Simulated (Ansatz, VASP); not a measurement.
## Pb: VASP beside Ansatz

```
CELL_PARAMETERS angstrom
0.00000 2.56859 2.66738
2.56859 0.00000 2.66738
2.56859 2.56859 0.00000
ATOMIC_POSITIONS crystal
Pb 0.00000 0.00000 0.00000
```

Change from the starting cell: strain +0.040 along x and y, +0.080 along z, atoms carried along.

Alike in both runs: task single point; functional PBEsol; k mesh 16 × 16 × 16; occupations gaussian, width 0.15 eV; no spin polarisation.

```csv
,VASP,Ansatz
version,VASP 6.6.1,Ansatz 0.2.0
potentials or method,"VASP PAW PBE potentials, release 64 (Pb_d), cutoff 520 eV","scalar-relativistic, plane waves, PAW"
valence electrons in the cell,14,14
```

|  | VASP | Ansatz | Ansatz less VASP |
| --- | --- | --- | --- |
| gap on the k mesh at the Fermi level (eV) | none | none | - |
| pressure (GPa) | -5.2 | -5.2 | +0.06 |
| traceless stress, the component that is largest in VASP (GPa) | -0.16 | -0.16 | +0.002 |

VASP's potentials were made for PBE, not for PBEsol. A gap of «none» marks a metal or a gap that the smearing closes.

Neither program's run includes spin-orbit coupling.
